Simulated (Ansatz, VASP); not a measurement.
# MgO: VASP beside Ansatz

```xyz
2
Lattice="0.0000 2.1071 2.1071 2.1071 0.0000 2.1071 2.1071 2.1071 0.0000" Properties=species:S:1:pos:R:3 pbc="T T T"
Mg    0.0000    0.0000    0.0000
O     2.1071    2.1071    2.1071
```

Alike in both runs: task single point; functional r2SCAN; k mesh 10 × 10 × 10; occupations gaussian, width 0.02 eV; no spin polarisation.

|  | VASP | Ansatz |
| --- | --- | --- |
| version | VASP 6.6.1 | Ansatz 0.2.0 |
| potentials or method | VASP PAW PBE potentials, release 64 (Mg, O), cutoff 520 eV | scalar-relativistic, plane waves, PAW |
| valence electrons in the cell | 8 | 16 |

|  | VASP | Ansatz | Ansatz less VASP |
| --- | --- | --- | --- |
| gap on the k mesh at the Fermi level (eV) | 5.59 | 5.61 | +0.025 |
| least direct gap on the mesh (eV) | 5.59 | 5.61 | +0.025 |
| pressure (GPa) | -2.3 | -1.1 | +1.15 |

VASP's potentials were made for PBE, not for r2SCAN. VASP's potentials hold 8 valence electrons a cell and Ansatz's 16, so a difference there can come from the potentials and not from the codes.
